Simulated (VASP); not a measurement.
# Mg in VASP: a series of runs

The runs below take Mg through single point, with r2SCAN.

All numbers are computed with VASP 6.6.1; they aren't measurements. Logs are shortened: lines on timing, memory, paths and dates and some standing lists are left out, and cuts for length are marked.

### Step 1. The cell of the first run

The cell holds a wire with vacuum, 2 atoms: a = 10.200 Å, b = 9.300 Å, c = 4.991 Å, α = 90.00°, β = 90.00°, γ = 90.00°.

### Step 2. Single point, r2SCAN, collinear spin, ferromagnetic start

POSCAR

```
Mg
1.0
   10.2000000000      0.0000000000      0.0000000000
    0.0000000000      9.3000000000      0.0000000000
    0.0000000000      0.0000000000      4.9910944482
Mg
2
Direct
    0.4388346269      0.5000000000      0.0000000000
    0.5611653731      0.5000000000      0.5000000000
```

INCAR.step1

```
SYSTEM = Mg
ALGO = Normal
EDIFF = 1E-4
ENCUT = 520
GGA = PE
ISMEAR = 0
ISPIN = 2
LASPH = .True.
LCHARG = .False.
LREAL = .False.
LWAVE = .True.
MAGMOM = 0.5 0.5
NBANDS = 13
NELM = 150
PREC = Accurate
SIGMA = 0.05
```

INCAR.step2

```
SYSTEM = Mg
ALGO = Normal
EDIFF = 1E-7
ENCUT = 520
ISIF = 2
ISMEAR = 0
ISPIN = 2
ISTART = 1
LASPH = .True.
LCHARG = .False.
LMIXTAU = .True.
LORBIT = 11
LREAL = .False.
LWAVE = .False.
MAGMOM = 0.5 0.5
METAGGA = R2SCAN
NBANDS = 13
NELM = 150
PREC = Accurate
SIGMA = 0.05
```

KPOINTS

```
k-points
0
Gamma
  1 1 13
  0 0 0
```

Potentials or basis: VASP PAW PBE potentials, release 64 (Mg).

The run is started by

```sh
> cat potpaw_PBE.64/Mg/POTCAR > POTCAR
> cp INCAR.step1 INCAR
> mpirun -np 1 vasp_std > vasp.out
> cp INCAR.step2 INCAR
> mpirun -np 1 vasp_std > vasp.out
```

OUTCAR:

```text
SYSTEM = Mg
   EDIFF = 1E-7
   ENCUT = 520
   ISIF = 2
   ISMEAR = 0
   ISPIN = 2
   ISTART = 1
   LASPH = .True.
   LORBIT = 11
   LREAL = .False.
   METAGGA = R2SCAN
   NELM = 150
   PREC = Accurate

 ion  position               nearest neighbor table
   1  0.439  0.500  0.000-   2 2.79   2 2.79
   2  0.561  0.500  0.500-   1 2.79   1 2.79

  LATTYP: Found a simple orthorhombic cell.
 ALAT       =     4.9910944482
 B/A-ratio  =     1.8633187764
 C/A-ratio  =     2.0436399483

  Lattice vectors:

 A1 = (   0.0000000000,   0.0000000000,  -4.9910944482)
 A2 = (   0.0000000000,   9.3000000000,   0.0000000000)
 A3 = (  10.2000000000,   0.0000000000,   0.0000000000)

Analysis of symmetry for initial positions (statically):
=====================================================================
 Subroutine PRICEL returns:
 Original cell was already a primitive cell.

 Routine SETGRP: Setting up the symmetry group for a
 simple orthorhombic supercell.

 Subroutine GETGRP returns: Found  8 space group operations
 (whereof  4 operations were pure point group operations)
 out of a pool of  8 trial point group operations.

The static configuration has the point symmetry C_2v.
 The point group associated with its full space group is D_2h.

Analysis of symmetry for dynamics (positions and initial velocities):
=====================================================================
 Subroutine PRICEL returns:
 Original cell was already a primitive cell.

 Routine SETGRP: Setting up the symmetry group for a
 simple orthorhombic supercell.

 Subroutine GETGRP returns: Found  8 space group operations
 (whereof  4 operations were pure point group operations)
 out of a pool of  8 trial point group operations.

The dynamic configuration has the point symmetry C_2v.
 The point group associated with its full space group is D_2h.

Analysis of structural, dynamic, and magnetic symmetry:
=====================================================================
 Subroutine PRICEL returns:
 Original cell was already a primitive cell.

 Routine SETGRP: Setting up the symmetry group for a
 simple orthorhombic supercell.

 Subroutine GETGRP returns: Found  8 space group operations
 (whereof  4 operations were pure point group operations)
 out of a pool of  8 trial point group operations.

The overall configuration has the point symmetry C_2v.
 The point group associated with its full space group is D_2h.

 Subroutine INISYM returns: Found  8 space group operations
 (whereof  4 operations are pure point group operations),
 and found     1 'primitive' translations

----------------------------------------------------------------------------------------

[... 133 lines left out ...]

 k-point     1 :       0.0000    0.0000    0.0000
  band No.  band energies     occupation
      1      -6.4383      1.00000
      2      -2.6209      1.00000
      3      -2.0495      0.00000
      4      -1.1551      0.00000
      5      -0.1354      0.00000
      6       0.7208      0.00000
      7       1.0140      0.00000
      8       1.1658      0.00000
      9       2.1475      0.00000
     10       2.1663      0.00000
     11       2.6873      0.00000
     12       3.4897      0.00000
     13       3.7051      0.00000
[... 81 lines left out ...]
 k-point     7 :       0.0000    0.0000    0.4615
  band No.  band energies     occupation
      1      -5.1010      1.00000
      2      -4.6296      1.00000
      3      -1.2637      0.00000
      4      -0.8466      0.00000
      5      -0.7595      0.00000
      6      -0.3065      0.00000
      7       1.4974      0.00000
      8       1.9362      0.00000
      9       2.1805      0.00000
     10       2.6467      0.00000
     11       2.8377      0.00000
     12       3.3013      0.00000
     13       3.5019      0.00000
 Fermi energy:        -2.3614214125

 spin component 2

 k-point     1 :       0.0000    0.0000    0.0000
  band No.  band energies     occupation
      1      -6.4383      1.00000
      2      -2.6209      1.00000
      3      -2.0495      0.00000
      4      -1.1551      0.00000
      5      -0.1313      0.00000
      6       0.7225      0.00000
      7       1.0140      0.00000
      8       1.1667      0.00000
      9       2.1726      0.00000
     10       2.1955      0.00000
     11       2.7086      0.00000
     12       3.4900      0.00000
     13       3.7270      0.00000
[... 82 lines left out ...]
  band No.  band energies     occupation
      1      -5.1010      1.00000
      2      -4.6296      1.00000
      3      -1.2637      0.00000
      4      -0.8465      0.00000
      5      -0.7594      0.00000
      6      -0.3064      0.00000
      7       1.5067      0.00000
      8       1.9461      0.00000
      9       2.1823      0.00000
     10       2.6485      0.00000
     11       2.8393      0.00000
     12       3.3030      0.00000
     13       3.5137      0.00000

------------------------ aborting loop because EDIFF is reached ----------------------------------------

  FORCE on cell =-STRESS in cart. coord.  units (eV):
  Direction    XX          YY          ZZ          XY          YZ          ZX
  --------------------------------------------------------------------------------------
  -------------------------------------------------------------------------------------
  Total        0.7530316     -0.0665719      3.0975159      0.0000000      0.0000000      0.0000000
  in kB        2.5482666     -0.2252801     10.4820256      0.0000000      0.0000000      0.0000000
  external PRESSURE =       4.2683374 kB  Pullay stress =       0.0000000 kB

 VOLUME and BASIS-vectors are now :
 -----------------------------------------------------------------------------
  energy-cutoff  :      520.00
  volume of cell :      473.46
      direct lattice vectors                 reciprocal lattice vectors
    10.200000000  0.000000000  0.000000000     0.098039216  0.000000000  0.000000000
     0.000000000  9.300000000  0.000000000     0.000000000  0.107526882  0.000000000
     0.000000000  0.000000000  4.991094448     0.000000000  0.000000000  0.200356858

 POSITION                                       TOTAL-FORCE (eV/Angst)
 -----------------------------------------------------------------------------------
      4.47611      4.65000      0.00000        -0.507326      0.000000      0.000000
      5.72389      4.65000      2.49555         0.507326      0.000000      0.000000
 -----------------------------------------------------------------------------------
    total drift:                               -0.000000      0.000000      0.000000

  FREE ENERGIE OF THE ION-ELECTRON SYSTEM (eV)
  ---------------------------------------------------
  free  energy   TOTEN  =        -5.0906978950 eV

  energy  without entropy=       -5.0906978950  energy(sigma->0) =       -5.09069790

 total charge

# of ion       s       p       d       tot
------------------------------------------
    1        0.303   0.062   0.003   0.368
    2        0.303   0.062   0.003   0.368
--------------------------------------------------
tot          0.607   0.124   0.006   0.737

 magnetization (x)

# of ion       s       p       d       tot
------------------------------------------
    1       -0.000   0.000  -0.000  -0.000
    2       -0.000   0.000  -0.000  -0.000
--------------------------------------------------
tot         -0.000   0.000  -0.000  -0.000
```

OSZICAR.step1:

```text
N       E                     dE             d eps       ncg     rms          rms(c)
DAV:   1     0.665667648931E+01    0.66567E+01   -0.61806E+02   364   0.126E+02
DAV:   2     0.274829849283E+00   -0.63818E+01   -0.59690E+01   485   0.225E+01
DAV:   3    -0.112787824162E+00   -0.38762E+00   -0.38041E+00   472   0.495E+00
DAV:   4    -0.120187878814E+00   -0.74001E-02   -0.73954E-02   414   0.832E-01
DAV:   5    -0.120500612512E+00   -0.31273E-03   -0.31272E-03   499   0.178E-01    0.144E+00
DAV:   6    -0.631814328104E-01    0.57319E-01   -0.11678E-01   374   0.699E-01    0.815E-01
DAV:   7    -0.408809582569E-01    0.22300E-01   -0.13129E-01   369   0.776E-01    0.420E-01
DAV:   8    -0.124959529071E+00   -0.84079E-01   -0.47212E-02   389   0.464E-01    0.208E-01
DAV:   9    -0.173062915357E+00   -0.48103E-01   -0.55363E-02   379   0.435E-01    0.683E-02
DAV:  10    -0.181547297101E+00   -0.84844E-02   -0.49840E-03   374   0.155E-01    0.443E-02
DAV:  11    -0.183945107280E+00   -0.23978E-02   -0.21437E-03   384   0.103E-01    0.284E-02
DAV:  12    -0.186567459030E+00   -0.26224E-02   -0.66755E-04   374   0.822E-02    0.194E-02
DAV:  13    -0.186576958419E+00   -0.94994E-05   -0.47181E-04   364   0.761E-02
   1 F= -.18657696E+00 E0= -.18657696E+00  d E =-.926059E-12  mag=     0.0058
```

Run time: 4.4 min. Hardware: 1 thread of Intel Xeon 6975P-C (Granite Rapids), shared host; peak memory 0.78 GiB.

What came out:

```
Free energy                                           : -5.0907 eV
Largest force                                         : 0.507 eV/Å
Band gap on the k mesh                                : 0.48 eV, indirect (least direct gap 0.57 eV)
Net moment                                            : 0.00 μB per cell
Valence electrons inside the program's atomic spheres : Mg 0.37
```

Forces in eV/Å, atoms in the order of the input:
```
Mg  -0.507  0.000  0.000
Mg   0.507  0.000  0.000
```

Caveat: the PAW data sets were made with another functional, which shifts forces and pressure a little.

### Step 3. Single point, r2SCAN, collinear spin, ferromagnetic start

This run uses another cell than the first one, of 157.17 Å³/atom, 0.664 times its volume.

POSCAR

```
Mg
1.0
   11.5000000000      0.0000000000      0.0000000000
    0.0000000000      9.3000000000      0.0000000000
    0.0000000000      0.0000000000      2.9392000639
Mg
2
Direct
    0.3914979468      0.5000000000      0.0000000000
    0.6085020532      0.5000000000      0.5000000000
```

INCAR.step1

```
SYSTEM = Mg
ALGO     = Normal         ! electronic algorithm
EDIFF    = 1E-4           ! SCF threshold, eV
ENCUT    = 520            ! plane-wave cutoff, eV
GGA      = PE             ! functional
ISMEAR   = 0              ! smearing method
ISPIN    = 2              ! spin polarisation
LASPH    = .True.         ! aspherical terms in the spheres
LCHARG   = .False.        ! write CHGCAR
LREAL    = .False.        ! projectors in reciprocal space
LWAVE    = .True.         ! write WAVECAR
MAGMOM   = 0.5 0.5        ! initial moments
NBANDS   = 13             ! bands
NELM     = 150            ! most SCF steps
PREC     = Accurate       ! precision mode
SIGMA    = 0.05           ! smearing width, eV
```

INCAR.step2

```
SYSTEM = Mg
ALGO     = Normal         ! electronic algorithm
EDIFF    = 1E-6           ! SCF threshold, eV
ENCUT    = 520            ! plane-wave cutoff, eV
ISIF     = 2              ! what is computed and relaxed
ISMEAR   = 0              ! smearing method
ISPIN    = 2              ! spin polarisation
ISTART   = 1            
LASPH    = .True.         ! aspherical terms in the spheres
LCHARG   = .False.        ! write CHGCAR
LMIXTAU  = .True.       
LORBIT   = 11             ! projections on sites
LREAL    = .False.        ! projectors in reciprocal space
LWAVE    = .False.        ! write WAVECAR
MAGMOM   = 0.5 0.5        ! initial moments
METAGGA  = R2SCAN         ! meta-GGA
NBANDS   = 13             ! bands
NELM     = 150            ! most SCF steps
PREC     = Accurate       ! precision mode
SIGMA    = 0.05           ! smearing width, eV
```

KPOINTS

```
k-points
0
Gamma
  1 1 22
  0 0 0
```

Potentials or basis: VASP PAW PBE potentials, release 64 (Mg).

The run is started by

```sh
> cat potpaw_PBE.64/Mg/POTCAR > POTCAR
> cp INCAR.step1 INCAR
> mpirun -np 1 vasp_std > vasp.out
> cp INCAR.step2 INCAR
> mpirun -np 1 vasp_std > vasp.out
```

OUTCAR:

```text
SYSTEM = Mg
   EDIFF = 1E-6
   ENCUT = 520
   ISIF = 2
   ISMEAR = 0
   ISPIN = 2
   ISTART = 1
   LASPH = .True.
   LORBIT = 11
   LREAL = .False.
   METAGGA = R2SCAN
   NELM = 150
   PREC = Accurate

 ion  position               nearest neighbor table
   1  0.391  0.500  0.000-   2 2.90   2 2.90
   2  0.609  0.500  0.500-   1 2.90   1 2.90

  LATTYP: Found a simple orthorhombic cell.
 ALAT       =     2.9392000639
 B/A-ratio  =     3.1641262241
 C/A-ratio  =     3.9126292018

  Lattice vectors:

 A1 = (   0.0000000000,   0.0000000000,  -2.9392000639)
 A2 = (   0.0000000000,   9.3000000000,   0.0000000000)
 A3 = (  11.5000000000,   0.0000000000,   0.0000000000)

Analysis of symmetry for initial positions (statically):
=====================================================================
 Subroutine PRICEL returns:
 Original cell was already a primitive cell.

 Routine SETGRP: Setting up the symmetry group for a
 simple orthorhombic supercell.

 Subroutine GETGRP returns: Found  8 space group operations
 (whereof  4 operations were pure point group operations)
 out of a pool of  8 trial point group operations.

The static configuration has the point symmetry C_2v.
 The point group associated with its full space group is D_2h.

Analysis of symmetry for dynamics (positions and initial velocities):
=====================================================================
 Subroutine PRICEL returns:
 Original cell was already a primitive cell.

 Routine SETGRP: Setting up the symmetry group for a
 simple orthorhombic supercell.

 Subroutine GETGRP returns: Found  8 space group operations
 (whereof  4 operations were pure point group operations)
 out of a pool of  8 trial point group operations.

The dynamic configuration has the point symmetry C_2v.
 The point group associated with its full space group is D_2h.

Analysis of structural, dynamic, and magnetic symmetry:
=====================================================================
 Subroutine PRICEL returns:
 Original cell was already a primitive cell.

[... 336 lines left out ...]
      6       1.6897      0.00000
      7       2.4817      0.00000
      8       2.4817      0.00000
      9       4.1066      0.00000
     10       4.1066      0.00000
     11       5.0481      0.00000
     12       5.0481      0.00000
     13       5.7595      0.00000
 Fermi energy:        -2.3313596941

 spin component 2

 k-point     1 :       0.0000    0.0000    0.0000
  band No.  band energies     occupation
      1      -7.0512      1.00000
      2      -4.4076      1.00000
      3      -2.0405      0.00000
      4      -1.9076      0.00000
      5      -0.0322      0.00000
      6       0.7226      0.00000
      7       1.5618      0.00000
      8       1.6437      0.00000
      9       2.1426      0.00000
     10       2.2424      0.00000
     11       3.0586      0.00000
     12       4.4507      0.00000
     13       4.5848      0.00000
[... 162 lines left out ...]
  band No.  band energies     occupation
      1      -2.7249      1.00000
      2      -2.7249      1.00000
      3       0.3801      0.00000
      4       0.3801      0.00000
      5       2.3596      0.00000
      6       2.3596      0.00000
      7       2.5893      0.00000
      8       2.5893      0.00000
      9       4.4794      0.00000
     10       4.4794      0.00000
     11       5.0758      0.00000
     12       5.0758      0.00000
     13       5.9320      0.00000

------------------------ aborting loop because EDIFF is reached ----------------------------------------

  FORCE on cell =-STRESS in cart. coord.  units (eV):
  Direction    XX          YY          ZZ          XY          YZ          ZX
  --------------------------------------------------------------------------------------
  -------------------------------------------------------------------------------------
  Total        0.9199620      0.0391265      1.2279454      0.0000000      0.0000000      0.0000000
  in kB        4.6888952      0.1994211      6.2586361      0.0000000      0.0000000      0.0000000
  external PRESSURE =       3.7156508 kB  Pullay stress =       0.0000000 kB

 VOLUME and BASIS-vectors are now :
 -----------------------------------------------------------------------------
  energy-cutoff  :      520.00
  volume of cell :      314.35
      direct lattice vectors                 reciprocal lattice vectors
    11.500000000  0.000000000  0.000000000     0.086956522  0.000000000  0.000000000
     0.000000000  9.300000000  0.000000000     0.000000000  0.107526882  0.000000000
     0.000000000  0.000000000  2.939200064     0.000000000  0.000000000  0.340228626

 POSITION                                       TOTAL-FORCE (eV/Angst)
 -----------------------------------------------------------------------------------
      4.50223      4.65000      0.00000        -0.345349      0.000000      0.000000
      6.99777      4.65000      1.46960         0.345349      0.000000      0.000000
 -----------------------------------------------------------------------------------
    total drift:                                0.000000      0.000000     -0.000000

  FREE ENERGIE OF THE ION-ELECTRON SYSTEM (eV)
  ---------------------------------------------------
  free  energy   TOTEN  =        -6.0212104975 eV

  energy  without entropy=       -6.0195833390  energy(sigma->0) =       -6.02039692

 total charge

# of ion       s       p       d       tot
------------------------------------------
    1        0.254   0.096   0.005   0.355
    2        0.254   0.096   0.005   0.355
--------------------------------------------------
tot          0.507   0.192   0.011   0.710

 magnetization (x)

# of ion       s       p       d       tot
------------------------------------------
    1        0.001   0.023   0.001   0.024
    2        0.001   0.023   0.001   0.024
--------------------------------------------------
tot          0.002   0.045   0.001   0.049
```

OUTCAR.step1:

```text
SYSTEM = Mg
   EDIFF = 1E-4
   ENCUT = 520
   GGA = PE
   ISMEAR = 0
   ISPIN = 2
[... 616 lines left out ...]
      4.50223      4.65000      0.00000        -0.413477      0.000000      0.000000
      6.99777      4.65000      1.46960         0.413477      0.000000      0.000000
 -----------------------------------------------------------------------------------
    total drift:                                0.000000      0.000000      0.000000

  FREE ENERGIE OF THE ION-ELECTRON SYSTEM (eV)
  ---------------------------------------------------
  free  energy   TOTEN  =        -0.9609864513 eV

  energy  without entropy=       -0.9586878318  energy(sigma->0) =       -0.95983714
```

OSZICAR.step1:

```text
N       E                     dE             d eps       ncg     rms          rms(c)
DAV:   1     0.526880625276E+01    0.52688E+01   -0.81992E+02   624   0.150E+02
DAV:   2    -0.799606889198E+00   -0.60684E+01   -0.54980E+01   832   0.221E+01
DAV:   3    -0.104776561131E+01   -0.24816E+00   -0.24717E+00   787   0.446E+00
DAV:   4    -0.105210496665E+01   -0.43394E-02   -0.43387E-02   780   0.710E-01
DAV:   5    -0.105230331699E+01   -0.19835E-03   -0.19835E-03   867   0.145E-01    0.166E+00
DAV:   6    -0.953424020271E+00    0.98879E-01   -0.22688E-01   704   0.868E-01    0.932E-01
DAV:   7    -0.905765320409E+00    0.47659E-01   -0.22630E-01   664   0.915E-01    0.360E-01
DAV:   8    -0.940628707258E+00   -0.34863E-01   -0.26326E-02   687   0.460E-01    0.164E-01
DAV:   9    -0.957827695816E+00   -0.17199E-01   -0.65163E-03   679   0.200E-01    0.792E-02
DAV:  10    -0.960996371465E+00   -0.31687E-02   -0.28549E-03   664   0.123E-01    0.434E-02
DAV:  11    -0.960986451339E+00    0.99201E-05   -0.95109E-04   669   0.812E-02
   1 F= -.96098645E+00 E0= -.95983714E+00  d E =-.229862E-02  mag=     0.4543
```

It took 3.9 min on 1 thread of Intel Xeon 6975P-C (Granite Rapids), shared host; peak memory 0.6 GiB.

What came out:

```
Free energy                                           : -6.0212 eV
Largest force                                         : 0.345 eV/Å
Net moment                                            : 0.55 μB per cell
Site moments                                          : Mg +0.02 μB
Valence electrons inside the program's atomic spheres : Mg 0.35
```

Forces on the atoms (eV/Å):
```
Mg  -0.345  0.000  0.000
Mg   0.345  0.000  0.000
```

Caveat: the PAW data sets were made with another functional, which shifts forces and pressure a little.
